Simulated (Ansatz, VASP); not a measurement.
Two plane-wave programs on TiAl

The input POSCAR:

```
TiAl
1.0
    3.1587026027      0.0517822389     -0.0333151504
    0.0517822389      3.1430409076     -0.0017881670
   -0.0333151504     -0.0017881670      3.2122934247
Ti Al
1 1
Direct
   -0.0047234840     -0.0044695537      0.0041129123
    0.5047234840      0.5044695537      0.4958870877
```

INCAR.step1

```
SYSTEM = TiAl
PREC = Accurate
ENCUT = 520
ISMEAR = 0
SIGMA = 0.15
LREAL = .False.
LASPH = .True.
NELM = 60
NBANDS = 14
GGA = PE
ALGO = Normal
EDIFF = 1E-4
LWAVE = .True.
LCHARG = .False.
```

File INCAR.step2:

```
SYSTEM = TiAl
PREC = Accurate
ENCUT = 520
EDIFF = 1E-6
ISMEAR = 0
SIGMA = 0.15
LREAL = .False.
LASPH = .True.
NELM = 60
ALGO = Normal
ISIF = 2
LWAVE = .False.
LCHARG = .False.
METAGGA = R2SCAN
LMIXTAU = .True.
NBANDS = 14
ISTART = 1
```

KPOINTS

```
Automatic mesh
0
Gamma
  10 10 10
  0 0 0
```

Input for Ansatz:

```yaml
crystal:
  lattice:
    - [3.1587026027, 0.0517822389, -0.0333151504]
    - [0.0517822389, 3.1430409076, -0.001788167]
    - [-0.0333151504, -0.001788167, 3.2122934247]
  atoms:
    - { symbol: Ti, position: [-0.004723484, -0.0044695537, 0.0041129123] }
    - { symbol: Al, position: [0.504723484, 0.5044695537, 0.4958870877] }
basis:
  ecutwfc: 500
kpoints:
  mp_grid: { grid: [10, 10, 10] }
hamiltonian:
  xc: r2scan
scf:
  occupations: { method: gaussian, width: 0.15 }
output:
  forces: true
  stress: true
  eigenvalues: true
```

Change from the starting cell: cell sheared at random, sigma 0.01, atoms nudged by 0.01 Å.

Alike in both runs: task single point; functional r2SCAN; k mesh 10 × 10 × 10; occupations gaussian, width 0.15 eV; no spin polarisation.

|  | VASP | Ansatz |
| --- | --- | --- |
| version | VASP 6.6.1 | Ansatz 0.2.0 |
| potentials or method | VASP PAW PBE potentials, release 64 (Ti_sv, Al), cutoff 520 eV | scalar-relativistic, plane waves, PAW |
| valence electrons in the cell | 15 | 15 |

|  | VASP | Ansatz | Ansatz less VASP |
| --- | --- | --- | --- |
| gap on the k mesh at the Fermi level (eV) | none | none | - |
| pressure (GPa) | 0.4 | 0.3 | -0.10 |
| traceless stress, the component that is largest in VASP (GPa) | -2.41 | -2.43 | -0.017 |
| rms of the force components (eV/Å) | 0.176 | 0.176 | -0.0002 |

VASP's potentials were made for PBE, not for r2SCAN. Atom by atom the forces differ by 0.000 eV/Å (rms over components). A gap of «none» marks a metal or a gap that the smearing closes.
